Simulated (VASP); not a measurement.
# CdF2 (Fm-3m) in VASP: settings compared

CdF2 is run at these levels: r2SCAN, r2SCAN+D3(BJ); tasks: single point.

All numbers are computed with VASP 6.6.1; they aren't measurements. Logs are shortened: lines on timing, memory, paths and dates and some standing lists are left out, and cuts for length are marked.

## 1. The cell of the first run

Symmetry: Fm-3m, No. 225, cubic system. The conventional cell has a = 5.389 Å, b = 5.389 Å, c = 5.389 Å, α = 90.00°, β = 90.00°, γ = 90.00°. Cd (site symmetry m-3m) has 8 F at 2.33 Å within 3.1 Å. Within 3.1 Å of F (site symmetry -43m) lie 4 Cd at 2.33 Å and 6 F at 2.69 Å.

## 2. Single point, r2SCAN

POSCAR reads:

```
CdF2
1.0
    0.0000000000      2.6944356352      2.6944356352
    2.6944356352      0.0000000000      2.6944356352
    2.6944356352      2.6944356352      0.0000000000
Cd F
1 2
Direct
    0.0000000000      0.0000000000      0.0000000000
    0.2500000000      0.2500000000      0.2500000000
    0.7500000000      0.7500000000      0.7500000000
```

INCAR.step1 reads:

```
SYSTEM = CdF2
  PREC = Accurate
  ENCUT = 520
  ISMEAR = -1
  SIGMA = 0.0521
  LREAL = .False.
  LASPH = .True.
  NELM = 100
  NBANDS = 20
  GGA = PE
  ALGO = Normal
  EDIFF = 1E-4
  LWAVE = .True.
  LCHARG = .False.
```

INCAR.step2 reads:

```
SYSTEM = CdF2
  PREC = Accurate
  ENCUT = 520
  EDIFF = 1E-6
  ISMEAR = -1
  SIGMA = 0.0521
  LREAL = .False.
  LASPH = .True.
  NELM = 100
  ALGO = Normal
  ISIF = 2
  LWAVE = .False.
  LCHARG = .True.
  METAGGA = R2SCAN
  LMIXTAU = .True.
  LELF = .True.
  LVHAR = .True.
  NBANDS = 20
  ISTART = 1
```

KPOINTS reads:

```
regular mesh
0
Gamma
  6 6 6
  0 0 0
```

Potentials or basis: VASP PAW PBE potentials, release 64 (Cd, F).

Run with:

```bash
$ cat potpaw_PBE.64/Cd/POTCAR potpaw_PBE.64/F/POTCAR > POTCAR
$ cp INCAR.step1 INCAR
$ mpirun -np 1 vasp_std > vasp.out
$ cp INCAR.step2 INCAR
$ mpirun -np 1 vasp_std > vasp.out
```

OUTCAR:

```text
SYSTEM = CdF2
   PREC = Accurate
   ENCUT = 520
   EDIFF = 1E-6
   ISMEAR = -1
   LREAL = .False.
   LASPH = .True.
   NELM = 100
   ISIF = 2
   METAGGA = R2SCAN
   ISTART = 1

 ion  position               nearest neighbor table
   1  0.000  0.000  0.000-   3 2.33   3 2.33   3 2.33   2 2.33   3 2.33   2 2.33   2 2.33   2 2.33

   2  0.250  0.250  0.250-   1 2.33   1 2.33   1 2.33   1 2.33
   3  0.750  0.750  0.750-   1 2.33   1 2.33   1 2.33   1 2.33

  LATTYP: Found a face centered cubic cell.
 ALAT       =     5.3888712704

  Lattice vectors:

 A1 = (   0.0000000000,   2.6944356352,   2.6944356352)
 A2 = (   2.6944356352,   0.0000000000,   2.6944356352)
 A3 = (   2.6944356352,   2.6944356352,   0.0000000000)

Analysis of symmetry for initial positions (statically):
=====================================================================
 Subroutine PRICEL returns:
 Original cell was already a primitive cell.

 Routine SETGRP: Setting up the symmetry group for a
 face centered cubic supercell.

 Subroutine GETGRP returns: Found 48 space group operations
 (whereof 48 operations were pure point group operations)
 out of a pool of 48 trial point group operations.

The static configuration has the point symmetry O_h .

Analysis of symmetry for dynamics (positions and initial velocities):
=====================================================================
 Subroutine PRICEL returns:
 Original cell was already a primitive cell.

 Routine SETGRP: Setting up the symmetry group for a
 face centered cubic supercell.

 Subroutine GETGRP returns: Found 48 space group operations
 (whereof 48 operations were pure point group operations)
 out of a pool of 48 trial point group operations.

The dynamic configuration has the point symmetry O_h .

 Subroutine INISYM returns: Found 48 space group operations
 (whereof 48 operations are pure point group operations),
 and found     1 'primitive' translations

----------------------------------------------------------------------------------------

                                     Primitive cell

  volume of cell :      39.1231

[... 73 lines left out ...]
   ISTART =      1    job   : 0-new  1-cont  2-samecut
   ICHARG =      0    charge: 1-file 2-atom 10-const
   ISPIN  =      1    spin polarized calculation?
   LNONCOLLINEAR =      F non collinear calculations
   LSORBIT =      F    spin-orbit coupling
   LASPH  =      T    aspherical Exc in radial PAW
   ENCUT  =  520.0 eV  38.22 Ry    6.18 a.u.   7.09  7.09  7.09*2*pi/ulx,y,z
   NELM   =    100;   NELMIN=  2; NELMDL=  0     # of ELM steps
   EDIFF  = 0.1E-05   stopping-criterion for ELM
   LREAL  =      F    real-space projection
   EDIFFG = 0.1E-04   stopping-criterion for IOM
   NSW    =      0    number of steps for IOM
   IBRION =     -1    ionic relax: 0-MD 1-quasi-New 2-CG
   NFREE  =      0    steps in history (QN), initial steepest desc. (CG)
   ISIF   =      2    stress and relaxation
   ISYM   =      2    0-nonsym 1-usesym 2-fastsym
   POTIM  = 0.5000    time-step for ionic-motion
   TEBEG  =    0.0;   TEEND  =   0.0 temperature during run
   PSTRESS=    0.0 pullay stress
   NELECT =      26.0000    total number of electrons
   NUPDOWN=      -1.0000    fix difference up-down
   EMIN   =  10.00;   EMAX   =-10.00  energy-range for DOS
   EFERMI =   0.00;   METHOD = LEGACY
   ISMEAR =    -1;   SIGMA  =   0.05  broadening in eV -4-tet -1-fermi 0-gaus
   EFERMI_NEDOS =   21; number of points for ismear=-14 and -15
   IALGO  =     38    algorithm
   IMIX   =      4    mixing-type and parameters
     AMIX     =   0.40;   BMIX     =  1.00
     AMIX_MAG =   1.60;   BMIX_MAG =  1.00
  volume/ion in A,a.u.               =      13.04        88.01
  Fermi-wavevector in a.u.,A,eV,Ry     =   1.428636  2.699730 27.769486  2.041000
  Thomas-Fermi vector in A             =   2.548676
   LORBIT       =      0    0 simple, 1 ext, 2 COOP (PROOUT), +10 PAW based schemes
   METAGGA = R2SCAN    functional components
   LHFCALC =     F    Hartree Fock is set to
   AEXX    =    0.0000 exact exchange contribution
   IVDW    =     0    specifies the selected vdW correction
   LEPSILON=     F    determine dielectric tensor
   LRPA    =     F    only Hartree local field effects (RPA)
 non-spin polarized calculation
  energy-cutoff  :      520.00
  volume of cell :       39.12
 maximum number of plane-waves:      1067
   NGX = 15   NGY = 15   NGZ = 15

 number of electron      25.9999989 magnetization

 Free energy of the ion-electron system (eV)
  ---------------------------------------------------
  ext. energy  EPLUGINS =         0.00000000
  ---------------------------------------------------
  free energy    TOTEN  =       -33.71951955 eV

  energy without entropy =      -33.71951955  energy(sigma->0) =      -33.71951955

 E-fermi :  -0.6816     XC(G=0): -11.0453

 val. band max:       -1.8916369922   @ k =  -0.3333   0.5000   0.1667
 cond. band min:       1.8772153020   @ k =   0.0000   0.0000   0.0000
 fundamental gap:      3.7688522942
 Fermi energy:        -0.6816292078

 k-point     1 :       0.0000    0.0000    0.0000
  band No.  band energies     occupation
      1     -23.8083      2.00000
      2     -22.7432      2.00000
      3      -7.4994      2.00000
      4      -7.4993      2.00000
      5      -7.4993      2.00000
      6      -6.2632      2.00000
[... 357 lines left out ...]
     19      19.2548      0.00000
     20      19.9429      0.00000

------------------------ aborting loop because EDIFF is reached ----------------------------------------

  FORCE on cell =-STRESS in cart. coord.  units (eV):
  Direction    XX          YY          ZZ          XY          YZ          ZX
  --------------------------------------------------------------------------------------
  -------------------------------------------------------------------------------------
  Total        0.2345763      0.2345763      0.2345763      0.0000000     -0.0000000      0.0000000
  in kB        9.6064141      9.6064141      9.6064141      0.0000000     -0.0000000      0.0000000
  external PRESSURE =       9.6064141 kB  Pullay stress =       0.0000000 kB

 VOLUME and BASIS-vectors are now :
 -----------------------------------------------------------------------------
  energy-cutoff  :      520.00
  volume of cell :       39.12
      direct lattice vectors                 reciprocal lattice vectors
     0.000000000  2.694435635  2.694435635    -0.185567617  0.185567617  0.185567617
     2.694435635  0.000000000  2.694435635     0.185567617 -0.185567617  0.185567617
     2.694435635  2.694435635  0.000000000     0.185567617  0.185567617 -0.185567617

 POSITION                                       TOTAL-FORCE (eV/Angst)
 -----------------------------------------------------------------------------------
      0.00000      0.00000      0.00000        -0.000000      0.000000      0.000000
      1.34722      1.34722      1.34722         0.000000      0.000000      0.000000
      4.04165      4.04165      4.04165        -0.000000     -0.000000     -0.000000
 -----------------------------------------------------------------------------------
    total drift:                                0.000000      0.000000      0.000000

  FREE ENERGIE OF THE ION-ELECTRON SYSTEM (eV)
  ---------------------------------------------------
  free  energy   TOTEN  =       -33.7195195522 eV

  energy  without entropy=      -33.7195195521  energy(sigma->0) =      -33.71951955
```

OUTCAR.step1:

```text
SYSTEM = CdF2
   PREC = Accurate
   ENCUT = 520
   ISMEAR = -1
   LREAL = .False.
   LASPH = .True.
   NELM = 100
[... 580 lines left out ...]
      0.00000      0.00000      0.00000        -0.000000     -0.000000     -0.000000
      1.34722      1.34722      1.34722         0.000000      0.000000     -0.000000
      4.04165      4.04165      4.04165        -0.000000      0.000000      0.000000
 -----------------------------------------------------------------------------------
    total drift:                                0.000000      0.000000      0.000000

  FREE ENERGIE OF THE ION-ELECTRON SYSTEM (eV)
  ---------------------------------------------------
  free  energy   TOTEN  =       -10.8601805526 eV

  energy  without entropy=      -10.8601805525  energy(sigma->0) =      -10.86018055
```

OSZICAR.step1:

```text
N       E                     dE             d eps       ncg     rms          rms(c)
DAV:   1     0.195691480104E+03    0.19569E+03   -0.15733E+04   648   0.133E+03
DAV:   2    -0.443954874876E+01   -0.20013E+03   -0.19141E+03   688   0.345E+02
DAV:   3    -0.125317418374E+02   -0.80922E+01   -0.80692E+01   728   0.748E+01
DAV:   4    -0.125676284341E+02   -0.35887E-01   -0.35884E-01   704   0.497E+00
DAV:   5    -0.125677588759E+02   -0.13044E-03   -0.13044E-03   704   0.274E-01    0.102E+01
DAV:   6    -0.108298600392E+02    0.17379E+01   -0.39828E+00   808   0.369E+01    0.742E+00
DAV:   7    -0.108752453797E+02   -0.45385E-01   -0.88460E-01   648   0.839E+00    0.426E+00
DAV:   8    -0.108684435453E+02    0.68018E-02   -0.13824E-01   664   0.350E+00    0.703E-01
DAV:   9    -0.108595081773E+02    0.89354E-02   -0.34424E-02   772   0.229E+00    0.876E-02
DAV:  10    -0.108600805972E+02   -0.57242E-03   -0.29167E-03   660   0.585E-01    0.120E-01
DAV:  11    -0.108601805526E+02   -0.99955E-04   -0.11996E-04   560   0.108E-01
   1 F= -.10860181E+02 E0= -.10860181E+02  d E =-.502172E-10
```

Wall time 86 s (1 thread of Intel Xeon 8259CL, shared host); peak memory 0.17 GiB.

What came out:

| Quantity | Value |
| --- | --- |
| Free energy | -33.7195 eV |
| Pressure | 1.0 GPa |
| Band gap on the k mesh | 3.77 eV (least direct gap 4.25 eV) |

Caveat: the PAW data sets were made with another functional, which shifts forces and pressure a little. r2SCAN opens gaps a little over a GGA but as a rule still falls short of measured ones.

## 3. Single point, r2SCAN

POSCAR is that of step 2.

INCAR.step1 reads:

```
PREC     = Accurate       # precision mode
ENCUT    = 520            # plane-wave cutoff, eV
ISMEAR   = -1             # smearing method
SIGMA    = 0.0521         # smearing width, eV
LREAL    = False          # projectors in reciprocal space
LASPH    = True           # aspherical terms in the spheres
NELM     = 60             # most SCF steps
NBANDS   = 20             # bands
GGA      = PE             # functional
ALGO     = Normal         # electronic algorithm
EDIFF    = 1E-4           # SCF threshold, eV
LWAVE    = True           # write WAVECAR
LCHARG   = False          # write CHGCAR
```

INCAR.step2 reads:

```
PREC     = Accurate       # precision mode
ENCUT    = 520            # plane-wave cutoff, eV
EDIFF    = 1E-6           # SCF threshold, eV
ISMEAR   = -1             # smearing method
SIGMA    = 0.0521         # smearing width, eV
LREAL    = False          # projectors in reciprocal space
LASPH    = True           # aspherical terms in the spheres
NELM     = 60             # most SCF steps
ALGO     = Normal         # electronic algorithm
ISIF     = 2              # what is computed and relaxed
LWAVE    = False          # write WAVECAR
LCHARG   = False          # write CHGCAR
METAGGA  = R2SCAN         # meta-GGA
LMIXTAU  = True         
NBANDS   = 20             # bands
ISTART   = 1
```

KPOINTS reads:

```
regular mesh
0
Gamma
  6 6 6
```

Potentials or basis: VASP PAW PBE potentials, release 64 (Cd, F).

Run with:

```bash
$ cat potpaw_PBE.64/Cd/POTCAR potpaw_PBE.64/F/POTCAR > POTCAR
$ cp INCAR.step1 INCAR
$ mpirun -np 1 vasp_std > vasp.out
$ cp INCAR.step2 INCAR
$ mpirun -np 1 vasp_std > vasp.out
```

OUTCAR:

```text
PREC = Accurate
   ENCUT = 520
   EDIFF = 1E-6
   ISMEAR = -1
   LREAL = False
   LASPH = True
   NELM = 60
   ISIF = 2
   METAGGA = R2SCAN
   ISTART = 1

 ion  position               nearest neighbor table
   1  0.000  0.000  0.000-   3 2.33   3 2.33   3 2.33   2 2.33   3 2.33   2 2.33   2 2.33   2 2.33

   2  0.250  0.250  0.250-   1 2.33   1 2.33   1 2.33   1 2.33
   3  0.750  0.750  0.750-   1 2.33   1 2.33   1 2.33   1 2.33

  LATTYP: Found a face centered cubic cell.
 ALAT       =     5.3888712704

  Lattice vectors:

 A1 = (   0.0000000000,   2.6944356352,   2.6944356352)
 A2 = (   2.6944356352,   0.0000000000,   2.6944356352)
 A3 = (   2.6944356352,   2.6944356352,   0.0000000000)

Analysis of symmetry for initial positions (statically):
=====================================================================
 Subroutine PRICEL returns:
 Original cell was already a primitive cell.

 Routine SETGRP: Setting up the symmetry group for a
 face centered cubic supercell.

 Subroutine GETGRP returns: Found 48 space group operations
 (whereof 48 operations were pure point group operations)
[... 153 lines left out ...]

  energy without entropy =      -33.71951955  energy(sigma->0) =      -33.71951955

 E-fermi :  -0.6816     XC(G=0): -11.0453

 val. band max:       -1.8916369922   @ k =  -0.3333   0.5000   0.1667
 cond. band min:       1.8772153020   @ k =   0.0000   0.0000   0.0000
 fundamental gap:      3.7688522942
 Fermi energy:        -0.6816292078

 k-point     1 :       0.0000    0.0000    0.0000
  band No.  band energies     occupation
      1     -23.8083      2.00000
      2     -22.7432      2.00000
      3      -7.4994      2.00000
      4      -7.4993      2.00000
      5      -7.4993      2.00000
      6      -6.2632      2.00000
[... 357 lines left out ...]
     19      19.2548      0.00000
     20      19.9429      0.00000

------------------------ aborting loop because EDIFF is reached ----------------------------------------

  FORCE on cell =-STRESS in cart. coord.  units (eV):
  Direction    XX          YY          ZZ          XY          YZ          ZX
  --------------------------------------------------------------------------------------
  -------------------------------------------------------------------------------------
  Total        0.2345763      0.2345763      0.2345763      0.0000000     -0.0000000      0.0000000
  in kB        9.6064141      9.6064141      9.6064141      0.0000000     -0.0000000      0.0000000
  external PRESSURE =       9.6064141 kB  Pullay stress =       0.0000000 kB

 VOLUME and BASIS-vectors are now :
 -----------------------------------------------------------------------------
  energy-cutoff  :      520.00
  volume of cell :       39.12
      direct lattice vectors                 reciprocal lattice vectors
     0.000000000  2.694435635  2.694435635    -0.185567617  0.185567617  0.185567617
     2.694435635  0.000000000  2.694435635     0.185567617 -0.185567617  0.185567617
     2.694435635  2.694435635  0.000000000     0.185567617  0.185567617 -0.185567617

 POSITION                                       TOTAL-FORCE (eV/Angst)
 -----------------------------------------------------------------------------------
      0.00000      0.00000      0.00000        -0.000000      0.000000      0.000000
      1.34722      1.34722      1.34722         0.000000      0.000000      0.000000
      4.04165      4.04165      4.04165        -0.000000     -0.000000     -0.000000
 -----------------------------------------------------------------------------------
    total drift:                                0.000000      0.000000      0.000000

  FREE ENERGIE OF THE ION-ELECTRON SYSTEM (eV)
  ---------------------------------------------------
  free  energy   TOTEN  =       -33.7195195522 eV

  energy  without entropy=      -33.7195195521  energy(sigma->0) =      -33.71951955
```

OUTCAR.step1:

```text
PREC = Accurate
   ENCUT = 520
   ISMEAR = -1
   LREAL = False
   LASPH = True
   NELM = 60
[... 580 lines left out ...]
      0.00000      0.00000      0.00000        -0.000000     -0.000000     -0.000000
      1.34722      1.34722      1.34722         0.000000      0.000000     -0.000000
      4.04165      4.04165      4.04165        -0.000000      0.000000      0.000000
 -----------------------------------------------------------------------------------
    total drift:                                0.000000      0.000000      0.000000

  FREE ENERGIE OF THE ION-ELECTRON SYSTEM (eV)
  ---------------------------------------------------
  free  energy   TOTEN  =       -10.8601805526 eV

  energy  without entropy=      -10.8601805525  energy(sigma->0) =      -10.86018055
```

Wall time 92 s (1 thread of Intel Xeon 8259CL, shared host); peak memory 0.17 GiB.

What came out:

```yaml
Free_energy: -33.7195 eV
Pressure: 1.0 GPa
Band_gap_on_the_k_mesh: 3.77 eV (least direct gap 4.25 eV)
```

Levels at points of the mesh, in eV from the valence-band top:
| k point | band 10 | band 11 | band 12 | band 13 | band 14 | band 15 | band 16 | band 17 |
| --- | --- | --- | --- | --- | --- | --- | --- | --- |
| (0.00, 0.00, 0.00) | -0.97 | -0.48 | -0.48 | -0.48 | 3.77 | 13.63 | 13.63 | 13.63 |
| (0.50, 0.00, 0.00) | -1.83 | -1.83 | -0.38 | -0.38 | 8.00 | 9.71 | 15.61 | 15.61 |
| (0.50, 0.50, 0.00) | -2.95 | -0.49 | -0.07 | -0.07 | 8.89 | 10.56 | 12.20 | 15.32 |

Caveat: the PAW data sets were made with another functional, which shifts forces and pressure a little.

[end of part 1 of 2]
